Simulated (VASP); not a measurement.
Fe: relaxation of cell and atoms with PBE+D3(BJ)

Fe:

```xyz
1
Lattice="-1.4430 1.4430 1.4430 1.4430 -1.4430 1.4430 1.4430 1.4430 -1.4430" Properties=species:S:1:pos:R:3 pbc="T T T"
Fe    0.0000    0.0000    0.0000
```

```
Program                : VASP 6.6.1
Task                   : relaxation of cell and atoms
Functional             : PBE
Dispersion             : D3(BJ)
Potentials or basis    : VASP PAW PBE potentials, release 64 (Fe)
Cutoff                 : 600 eV
k mesh                 : 13 × 13 × 13
Occupations            : fermi-dirac, width 0.05 eV
Spin                   : collinear spin, ferromagnetic start
Starting moments       : [3.0] μB
Dipole correction      : no
Further INCAR settings : ALGO = Normal; EDIFF = 1e-06; IBRION = 2; EDIFFG = -0.02; NSW = 80; ISIF = 3
```

The relaxed volume is 11.00 Å³/atom and the relaxed cell is a = 2.426 Å, b = 2.426 Å, c = 2.426 Å, α = 109.47°, β = 109.47°, γ = 109.47°. The space group after relaxing (to 0.05 Å) is Im-3m (No. 229), the energy gained by relaxing is 51.0 meV/atom and the ionic steps are 3. The pressure after relaxing is 0.1 GPa. The net moment is 2.09 μB per cell. The site moments are Fe +2.09 μB. The valence electrons inside the program's atomic spheres are Fe 7.34 and the dispersion energy per atom is -0.370 eV.

Step by step:
```tsv
step	energy change (eV)	largest force (eV/Å)	pressure (GPa)	volume (Å³)
1	0.0000	0.0000	-13.87	12.02
2	-0.0169	0.0000	16.63	10.30
3	-0.0510	0.0000	0.06	11.00
```

Final structure:
```xyz
1
Lattice="-1.4009 1.4009 1.4009 1.4009 -1.4009 1.4009 1.4009 1.4009 -1.4009" Properties=species:S:1:pos:R:3 pbc="T T T"
Fe    0.0000    0.0000    0.0000
```

Levels at points of the mesh, in eV from the Fermi level:
Spin up:
| k point | band 2 | band 3 | band 4 | band 5 | band 6 | band 7 | band 8 | band 9 |
| --- | --- | --- | --- | --- | --- | --- | --- | --- |
| (0.00, 0.00, 0.00) | -2.37 | -2.37 | -2.37 | -1.12 | -1.12 | 25.31 | 25.31 | 25.31 |
Spin down:
| k point | band 1 | band 2 | band 3 | band 4 | band 5 | band 6 | band 7 | band 8 |
| --- | --- | --- | --- | --- | --- | --- | --- | --- |
| (0.00, 0.00, 0.00) | -8.49 | -0.58 | -0.58 | -0.58 | 1.58 | 1.58 | 25.07 | 25.07 |

Wall time 85 s on 1 thread of Intel(R) Xeon(R) Platinum 8259CL CPU @ 2.50GHz (Skylake/Cascade Lake) (shared host), peak memory 0.16 GiB.

Caveat: pairwise dispersion overbinds metals, which lowers pressure and volume.
